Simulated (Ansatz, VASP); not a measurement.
One calculation of Mn, two programs

The input INCAR:

```
SYSTEM = Mn
PREC = Accurate
ENCUT = 520
EDIFF = 1E-7
ISMEAR = -1
SIGMA = 0.1
LREAL = .FALSE.
LASPH = .TRUE.
NELM = 100
ALGO = Normal
ISIF = 2
LWAVE = .FALSE.
LCHARG = .FALSE.
NBANDS = 12
```

Contents of KPOINTS:

```
regular mesh
0
G
  16 16 16
  0 0 0
```

Contents of POSCAR:

```
Mn
1.0
    2.2877266522      0.0000000000      0.0000000000
    0.0000000000      2.2877266522      0.0000000000
    0.0000000000      0.0000000000      2.2877266522
Mn
1
Direct
    0.0000000000      0.0000000000      0.0000000000
```

Input for Ansatz:

```yaml
crystal:
  lattice:
    - [2.2877266522, 0.0, 0.0]
    - [0.0, 2.2877266522, 0.0]
    - [0.0, 0.0, 2.2877266522]
  atoms:
    - { symbol: Mn, position: [0.0, 0.0, 0.0] }
hamiltonian:
  xc: lda
  pseudopotentials:
    kind: paw
    azcp:
      Mn: "pseudopotentials/Mn.paw.azcp"
basis:
  ecutwfc: 420
  fft_grid_basis: typed
kpoints:
  mp_grid: { grid: [16, 16, 16], shift: [0, 0, 0] }
magnetization:
  spin_polarized: false
scf:
  occupations: { method: fermi_dirac, width: 0.1 }
  lower_state_search: "off"
output:
  stress: true
```

Alike in both runs: task single point; functional LDA; k mesh 16 × 16 × 16; occupations fermi-dirac, width 0.1 eV; no spin polarisation.

|  | VASP | Ansatz |
| --- | --- | --- |
| version | VASP 6.6.1 | Ansatz 0.2.0 |
| potentials or method | VASP PAW LDA potentials, release 64 (Mn_pv), cutoff 520 eV | plane waves (420 eV) with PAW, scalar-relativistic |
| valence electrons in the cell | 13 | 15 |

|  | VASP | Ansatz | Ansatz less VASP |
| --- | --- | --- | --- |
| pressure (GPa) | -16.0 | -16.5 | -0.47 |

Ansatz warns that its potentials were made for another functional, while VASP's fit it. LDA's correlation is that of Perdew and Zunger in VASP and of Perdew and Wang (1992) in Ansatz. VASP's potentials hold 13 valence electrons a cell and Ansatz's 15, so a difference there can come from the potentials and not from the codes.
